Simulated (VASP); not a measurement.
Wanted: the native input for a VASP 6.6.1 run.

```yaml
Task: single point
Functional: LDA
Potentials_or_basis: VASP PAW LDA potentials, release 64 (Fe, O)
Cutoff: 520 eV
k_mesh: 9 × 9 × 9
Occupations: fermi-dirac, width 0.05 eV
Spin: collinear spin, ferromagnetic start
Starting_moments: "[3.0, 0.0] μB"
Dipole_correction: no
Further_INCAR_settings: ALGO = Normal; EDIFF = 1e-06; NBANDS = 18
```

The structure of FeO (Wuestite) lies in POSCAR:

```
FeO
1.0
    1.5188209023      0.8768916568      2.5195772846
   -1.5188209023      0.8768916568      2.5195772846
    0.0000000000     -1.7537833136      2.5195772846
Fe O
1 1
Direct
    0.0000000000      0.0000000000      0.0000000000
    0.5000000000      0.5000000000      0.5000000000
```

The input as run:

INCAR

```
SYSTEM = FeO
ALGO = Normal
EDIFF = 1E-6
ENCUT = 520
ISIF = 2
ISMEAR = -1
ISPIN = 2
LASPH = .True.
LCHARG = .False.
LMAXMIX = 4
LORBIT = 11
LREAL = .False.
LWAVE = .False.
MAGMOM = 3 0
NBANDS = 18
NELM = 150
PREC = Accurate
SIGMA = 0.05
```

KPOINTS

```
k-points
0
Gamma
  9 9 9
  0 0 0
```

Potentials or basis: VASP PAW LDA potentials, release 64 (Fe, O).

Run with:

```sh
$ cat potpaw_LDA.64/Fe/POTCAR potpaw_LDA.64/O/POTCAR > POTCAR
$ mpirun -np 1 vasp_std > vasp.out
```

Results of the run:

```json
{"Pressure": "-16.3 GPa", "Band gap on the k mesh": "zero (filled and empty bands overlap)", "Net moment": "3.99 μB per cell", "Site moments": "Fe +3.57; O +0.32 μB", "Valence electrons inside the program's atomic spheres": "Fe 6.76; O 4.95"}
```

Caveat: a cell with one magnetic atom can't hold antiferromagnetic order, which such compounds often take; semilocal functionals often make such compounds metallic where correlation or magnetic order opens a gap, which also shifts bond lengths.

It took 36 s on 1 thread of Intel(R) Xeon(R) Platinum 8488C (Sapphire Rapids), with other jobs on the host, peak memory 0.17 GiB.
